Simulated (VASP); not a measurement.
# AlN (R3m) in VASP: single point with HSE06

Aim: the single point of AlN with HSE06.

Program: VASP 6.6.1. These are calculated values, not measurements. Logs are shortened: lines on timing, memory, paths and dates and some standing lists are left out, and cuts for length are marked.

## Step 1: The cell of the first run

Symmetry: R3m, No. 160, trigonal system. Conventional cell: a = 3.152 Å, b = 3.152 Å, c = 7.519 Å, α = 90.00°, β = 90.00°, γ = 120.00°. Within 2.5 Å of Al (site symmetry 3m) lie 4 N at 1.90 to 1.92 Å. Within 2.5 Å of N (site symmetry 3m) lie 4 Al at 1.90 to 1.92 Å.

## Step 2: Single point, HSE06 (epitaxial 111 strain +2.0%)

POSCAR

```
AlN
1.0
   -0.0385909120      2.1899830288      2.1899830288
    2.1899830288     -0.0385909120      2.1899830288
    2.1899830288      2.1899830288     -0.0385909120
Al N
1 1
Direct
   -0.0010508975     -0.0010508975     -0.0010508975
    0.2510508975      0.2510508975      0.2510508975
```

INCAR.step1

```
PREC     = Accurate       # precision mode
ENCUT    = 520            # plane-wave cutoff, eV
EDIFF    = 1E-5           # SCF threshold, eV
ISMEAR   = 0              # smearing method
SIGMA    = 0.01           # smearing width, eV
LREAL    = False          # projectors in reciprocal space
LASPH    = True           # aspherical terms in the spheres
NELM     = 60             # most SCF steps
ALGO     = Normal         # electronic algorithm
ISIF     = 2              # what is computed and relaxed
LWAVE    = True           # write WAVECAR
LCHARG   = False          # write CHGCAR
NBANDS   = 11             # bands
GGA      = PE             # functional
```

INCAR.step2

```
PREC     = Accurate       # precision mode
ENCUT    = 520            # plane-wave cutoff, eV
EDIFF    = 1E-6           # SCF threshold, eV
ISMEAR   = 0              # smearing method
SIGMA    = 0.01           # smearing width, eV
LREAL    = False          # projectors in reciprocal space
LASPH    = True           # aspherical terms in the spheres
NELM     = 60             # most SCF steps
ALGO     = Normal         # electronic algorithm
ISIF     = 2              # what is computed and relaxed
LWAVE    = False          # write WAVECAR
LCHARG   = False          # write CHGCAR
GGA      = PE             # functional
LHFCALC  = True           # exact exchange
HFSCREEN = 0.2079         # screening, 1/A
PRECFOCK = Normal       
NBANDS   = 11             # bands
ISTART   = 1
```

KPOINTS

```
Automatic mesh
0
Gamma
  8 8 8
```

Potentials or basis: VASP PAW PBE potentials, release 64 (Al, N).

Command:

```sh
cat potpaw_PBE.64/Al/POTCAR potpaw_PBE.64/N/POTCAR > POTCAR
cp INCAR.step1 INCAR
mpirun -np 1 vasp_std > vasp.out
cp INCAR.step2 INCAR
mpirun -np 1 vasp_std > vasp.out
```

OUTCAR:

```text
PREC = Accurate
   ENCUT = 520
   EDIFF = 1E-6
   ISMEAR = 0
   LREAL = False
   LASPH = True
   NELM = 60
   ISIF = 2
   GGA = PE
   LHFCALC = True
   HFSCREEN = 0.2079
   PRECFOCK = Normal
   ISTART = 1

 ion  position               nearest neighbor table
   1  0.999  0.999  0.999-   2 1.90   2 1.92   2 1.92   2 1.92
   2  0.251  0.251  0.251-   1 1.90   1 1.92   1 1.92   1 1.92

  LATTYP: Found a trigonal (rhomboedric) cell.
 ALAT       =     3.0973441190
 COS(alpha) =     0.4823035602

  Lattice vectors:

 A1 = (  -0.0385909120,   2.1899830288,   2.1899830288)
 A2 = (   2.1899830288,  -0.0385909120,   2.1899830288)
 A3 = (   2.1899830288,   2.1899830288,  -0.0385909120)

Analysis of symmetry for initial positions (statically):
=====================================================================
 Subroutine PRICEL returns:
 Original cell was already a primitive cell.

 Routine SETGRP: Setting up the symmetry group for a
 trigonal (rhombohedral) supercell.

 Subroutine GETGRP returns: Found  6 space group operations
 (whereof  6 operations were pure point group operations)
 out of a pool of 12 trial point group operations.

The static configuration has the point symmetry C_3v.

Analysis of symmetry for dynamics (positions and initial velocities):
=====================================================================
 Subroutine PRICEL returns:
 Original cell was already a primitive cell.

 Routine SETGRP: Setting up the symmetry group for a
 trigonal (rhombohedral) supercell.

 Subroutine GETGRP returns: Found  6 space group operations
 (whereof  6 operations were pure point group operations)
 out of a pool of 12 trial point group operations.

The dynamic configuration has the point symmetry C_3v.

 Subroutine INISYM returns: Found  6 space group operations
 (whereof  6 operations are pure point group operations),
 and found     1 'primitive' translations

----------------------------------------------------------------------------------------

                                     Primitive cell

  volume of cell :      21.5616

  direct lattice vectors                    reciprocal lattice vectors
    -0.038590912  2.189983029  2.189983029    -0.222364375  0.226353068  0.226353068
     2.189983029 -0.038590912  2.189983029     0.226353068 -0.222364375  0.226353068
     2.189983029  2.189983029 -0.038590912     0.226353068  0.226353068 -0.222364375

  length of vectors
     3.097344119  3.097344119  3.097344119     0.389765748  0.389765748  0.389765748

  position of ions in fractional coordinates (direct lattice)
     0.998949102  0.998949102  0.998949102
     0.251050898  0.251050898  0.251050898

  ion indices of the primitive-cell ions
   primitive index   ion index
                 1           1
                 2           2

----------------------------------------------------------------------------------------

 KPOINTS: Automatic mesh

Automatic generation of k-mesh.
 Grid dimensions read from file:
 generate k-points for:    8    8    8

 Generating k-lattice:

  Cartesian coordinates                     Fractional coordinates (reciprocal lattice)
    -0.027795547  0.028294134  0.028294134     0.125000000 -0.000000000 -0.000000000
     0.028294134 -0.027795547  0.028294134    -0.000000000  0.125000000 -0.000000000
     0.028294134  0.028294134 -0.027795547    -0.000000000 -0.000000000  0.125000000

  Length of vectors
     0.048720718  0.048720718  0.048720718

  Shift w.r.t. Gamma in fractional coordinates (k-lattice)
     0.000000000  0.000000000  0.000000000

 Subroutine IBZKPT returns following result:
 ===========================================

 Found     65 irreducible k-points:

 Following reciprocal coordinates:
            Coordinates               Weight
  0.000000  0.000000  0.000000      1.000000
  0.125000  0.000000  0.000000      6.000000
  0.250000  0.000000  0.000000      6.000000
  0.375000  0.000000  0.000000      6.000000
  0.500000  0.000000  0.000000      3.000000
  0.125000  0.125000 -0.000000      6.000000
[... 16 lines left out ...]
  0.250000  0.125000  0.125000      6.000000
  0.375000  0.125000  0.125000      6.000000
 [... further k-points ...]
   k-points           NKPTS =     65   k-points in BZ     NKDIM =    512   number of bands    NBANDS=     11
   number of dos      NEDOS =    301   number of ions     NIONS =      2
   total plane-waves  NPLWV =  13824
   dimension x,y,z NGX =    24 NGY =   24 NGZ =   24
   dimension x,y,z NGXF=    48 NGYF=   48 NGZF=   48
   ions per type =               1   1
   NGX,Y,Z   is equivalent  to a cutoff of  12.88, 12.88, 12.88 a.u.
   NGXF,Y,Z  is equivalent  to a cutoff of  25.76, 25.76, 25.76 a.u.
 SYSTEM =  unknown system
   PREC   = accura    normal or accurate (medium, high low for compatibility)
   ISTART =      1    job   : 0-new  1-cont  2-samecut
   ICHARG =      0    charge: 1-file 2-atom 10-const
   ISPIN  =      1    spin polarized calculation?
   LNONCOLLINEAR =      F non collinear calculations
   LSORBIT =      F    spin-orbit coupling
   LASPH  =      T    aspherical Exc in radial PAW
   ENCUT  =  520.0 eV  38.22 Ry    6.18 a.u.   5.76  5.76  5.76*2*pi/ulx,y,z
   NELM   =     60;   NELMIN=  2; NELMDL=  0     # of ELM steps
   EDIFF  = 0.1E-05   stopping-criterion for ELM
   LREAL  =      F    real-space projection
   EDIFFG = 0.1E-04   stopping-criterion for IOM
   NSW    =      0    number of steps for IOM
   IBRION =     -1    ionic relax: 0-MD 1-quasi-New 2-CG
   NFREE  =      0    steps in history (QN), initial steepest desc. (CG)
   ISIF   =      2    stress and relaxation
   ISYM   =      3    0-nonsym 1-usesym 2-fastsym
   POTIM  = 0.5000    time-step for ionic-motion
   TEBEG  =    0.0;   TEEND  =   0.0 temperature during run
   PSTRESS=    0.0 pullay stress
   NELECT =       8.0000    total number of electrons
   NUPDOWN=      -1.0000    fix difference up-down
   EMIN   =  10.00;   EMAX   =-10.00  energy-range for DOS
   EFERMI =   0.00;   METHOD = LEGACY
   ISMEAR =     0;   SIGMA  =   0.01  broadening in eV -4-tet -1-fermi 0-gaus
   EFERMI_NEDOS =   21; number of points for ismear=-14 and -15
   IALGO  =     38    algorithm
   IMIX   =      1    mixing-type and parameters
     AMIX     =   0.40;   BMIX     =  1.00
     AMIX_MAG =   1.60;   BMIX_MAG =  1.00
  volume/ion in A,a.u.               =      10.78        72.75
  Fermi-wavevector in a.u.,A,eV,Ry     =   1.176371  2.223019 18.828409  1.383849
  Thomas-Fermi vector in A             =   2.312736
   LORBIT       =      0    0 simple, 1 ext, 2 COOP (PROOUT), +10 PAW based schemes
   GGA     = PE    functional components
   LHFCALC =     T    Hartree Fock is set to
   PRECFOCK=normal    Normal, Fast or Accurate (Low or Medium for compatibility)
   ENCUT4O =  -1.0   cutoff for four orbital integrals eV
   NKREDX  =     1    reduce k-point grid by
   NKREDY  =     1    reduce k-point grid by
   NKREDZ  =     1    reduce k-point grid by
   AEXX    =    0.2500 exact exchange contribution
   HFSCREEN=    0.2079 screening length (either q_TF or 0.3 A-1)
   HFSCREENC=   0.2079 screening length for correlation (either q_TF or 0.3 A-1)
   ENCUTFOCK=  -1.0 apply spherical cutoff to Coloumb kernel
   IVDW    =     0    specifies the selected vdW correction
   LEPSILON=     F    determine dielectric tensor
   LRPA    =     F    only Hartree local field effects (RPA)
 non-spin polarized calculation
 Gauss-broadening in eV      SIGMA  =   0.01
  energy-cutoff  :      520.00
  volume of cell :       21.56
 maximum number of plane-waves:       590
  NGX = 18; NGY = 18; NGZ = 18

 number of electron       8.0000001 magnetization

 Free energy of the ion-electron system (eV)
  ---------------------------------------------------
  ext. energy  EPLUGINS =         0.00000000
  ---------------------------------------------------
  free energy    TOTEN  =       -17.36689166 eV

  energy without entropy =      -17.36689166  energy(sigma->0) =      -17.36689166

 E-fermi :   4.9827     XC(G=0):  -8.8989

 val. band max:        4.8697725829   @ k =   0.0000   0.0000   0.0000
 cond. band min:       9.2482518936   @ k =   0.5000   0.5000  -0.0000
 fundamental gap:      4.3784793108
 Fermi energy:         4.9827261348

 k-point     1 :       0.0000    0.0000    0.0000
  band No.  band energies     occupation
      1     -11.5339      2.00000
      2       4.6795      2.00000
      3       4.6795      2.00000
      4       4.8698      2.00000
      5       9.9389      0.00000
      6      18.3925      0.00000
      7      18.3925      0.00000
      8      19.1118      0.00000
      9      24.0284      0.00000
     10      24.0284      0.00000
     11      25.3063      0.00000

 k-point     2 :       0.1250    0.0000    0.0000
  band No.  band energies     occupation
      1     -11.3034      2.00000
      2       3.4628      2.00000
      3       4.6025      2.00000
      4       4.7608      2.00000
      5      10.9347      0.00000
      6      17.9199      0.00000
      7      18.6067      0.00000
      8      19.2002      0.00000
      9      22.3463      0.00000
     10      22.5828      0.00000
     11      24.2509      0.00000

 k-point     3 :       0.2500    0.0000    0.0000
  band No.  band energies     occupation
      1     -10.6744      2.00000
      2       1.2401      2.00000
      3       4.4289      2.00000
      4       4.5572      2.00000
      5      12.3769      0.00000
      6      17.0162      0.00000
      7      18.3442      0.00000
      8      18.7268      0.00000
      9      22.2817      0.00000
     10      22.8352      0.00000
     11      23.4275      0.00000
[... 267 lines left out ...]
 k-point    23 :       0.2500    0.1250    0.1250
  band No.  band energies     occupation
      1     -10.9171      2.00000
      2       2.4111      2.00000
      3       4.0356      2.00000
      4       4.6335      2.00000
      5      11.9611      0.00000
      6      17.5785      0.00000
      7      18.2989      0.00000
      8      18.8532      0.00000
      9      20.4828      0.00000
     10      22.9076      0.00000
     11      26.3399      0.00000

 k-point    24 :       0.3750    0.1250    0.1250
  band No.  band energies     occupation
      1     -10.2199      2.00000
      2       0.5620      2.00000
      3       3.5838      2.00000
      4       4.4536      2.00000
      5      13.2674      0.00000
      6      16.1470      0.00000
      7      17.8983      0.00000
      8      18.2912      0.00000
      9      21.2914      0.00000
     10      24.3161      0.00000
     11      26.2268      0.00000

 [... further k-points ...]

------------------------ aborting loop because EDIFF is reached ----------------------------------------

  FORCE on cell =-STRESS in cart. coord.  units (eV):
  Direction    XX          YY          ZZ          XY          YZ          ZX
  --------------------------------------------------------------------------------------
  -------------------------------------------------------------------------------------
  Total       -0.9826455     -0.9826455     -0.9826455      0.4347763      0.4347763      0.4347763
  in kB      -73.0173444    -73.0173444    -73.0173444     32.3068787     32.3068787     32.3068787
  external PRESSURE =     -73.0173444 kB  Pullay stress =       0.0000000 kB

 VOLUME and BASIS-vectors are now :
 -----------------------------------------------------------------------------
  energy-cutoff  :      520.00
  volume of cell :       21.56
      direct lattice vectors                 reciprocal lattice vectors
    -0.038590912  2.189983029  2.189983029    -0.222364375  0.226353068  0.226353068
     2.189983029 -0.038590912  2.189983029     0.226353068 -0.222364375  0.226353068
     2.189983029  2.189983029 -0.038590912     0.226353068  0.226353068 -0.222364375

 POSITION                                       TOTAL-FORCE (eV/Angst)
 -----------------------------------------------------------------------------------
      4.33681      4.33681      4.33681        -0.004522     -0.004522     -0.004522
      1.08991      1.08991      1.08991         0.004522      0.004522      0.004522
 -----------------------------------------------------------------------------------
    total drift:                                0.000159      0.000159      0.000159

  FREE ENERGIE OF THE ION-ELECTRON SYSTEM (eV)
  ---------------------------------------------------
  free  energy   TOTEN  =       -17.3668916624 eV

  energy  without entropy=      -17.3668916624  energy(sigma->0) =      -17.36689166
```

Wall time 64 min (1 thread of Intel Xeon Platinum 8259CL at 2.50GHz (Skylake/Cascade Lake), shared host); peak memory 0.26 GiB.

Results:

```yaml
Free_energy: -17.3669 eV
Pressure: -7.3 GPa
Largest_force: 0.008 eV/Å
Band_gap_on_the_k_mesh: 4.38 eV (least direct gap 5.07 eV)
```

Forces in eV/Å, atoms in the order of the input:
```
Al  -0.005 -0.005 -0.005
N    0.005  0.005  0.005
```

Levels at points of the mesh, in eV from the valence-band top:
```csv
k point,band 1,band 2,band 3,band 4,band 5,band 6,band 7,band 8
"(0.00, 0.00, 0.00)",-16.40,-0.19,-0.19,0.00,5.07,13.52,13.52,14.24
"(0.50, 0.00, 0.00)",-14.36,-6.36,-0.66,-0.57,8.47,11.22,12.32,12.69
"(0.50, 0.50, 0.00)",-13.68,-5.35,-2.16,-1.92,4.38,9.73,15.45,17.16
"(0.50, 0.50, 0.50)",-14.22,-6.23,-0.78,-0.78,8.19,11.25,12.09,12.09
```

Caveat: the cell differs from its parent crystal (epitaxial 111 strain +2.0%); the cell stands under tension; the structure was generated, so it needn't be the stable form of AlN; the PAW data sets were made with another functional, which shifts forces and pressure a little.
